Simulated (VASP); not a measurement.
Write the native input for VASP 6.6.1 that does the following.

```yaml
Task: single point
Functional: PBE
Potentials_or_basis: VASP PAW PBE potentials, release 64 (Bi_d)
Cutoff: 520 eV
k_mesh: 11 × 11 × 11
Occupations: fermi-dirac, width 0.05 eV
Spin: no spin polarisation
Dipole_correction: no
Further_INCAR_settings: ALGO = Normal; EDIFF = 1e-07; NBANDS = 22
```

The structure of Bi lies in POSCAR:

```
Bi
1.0
    2.2906147269     -1.3224870292      4.0574605808
    0.0000000000      2.6449740584      4.0574605808
   -2.2906147269     -1.3224870292      4.0574605808
Bi
2
Direct
    0.2336599926      0.2336599926      0.2336599926
   -0.2336599926     -0.2336599926     -0.2336599926
```

One way to write it, as run:

INCAR

```
ALGO = Normal
EDIFF = 1E-7
ENCUT = 520
GGA = PE
ISIF = 2
ISMEAR = -1
LASPH = T
LCHARG = F
LREAL = F
LWAVE = F
NBANDS = 22
NELM = 60
PREC = Accurate
SIGMA = 0.05
```

KPOINTS

```
k-points
0
Gamma
  11 11 11
```

Potentials or basis: VASP PAW PBE potentials, release 64 (Bi_d).

Command:

```sh
$ cat potpaw_PBE.64/Bi_d/POTCAR > POTCAR
$ mpirun -np 1 vasp_std > vasp.out
```

Results of the run:

```yaml
Pressure: -0.1 GPa
Largest_force: 0.003 eV/Å
Band_gap_on_the_k_mesh: zero (bands 15 and 16 overlap by 0.08 eV)
```

Caveat: spin-orbit coupling is left out, which moves the levels of the heavy elements.

Wall time 81 s on 1 thread of Intel(R) Xeon(R) 6975P-C (Granite Rapids), with other jobs on the host, peak memory 0.32 GiB.
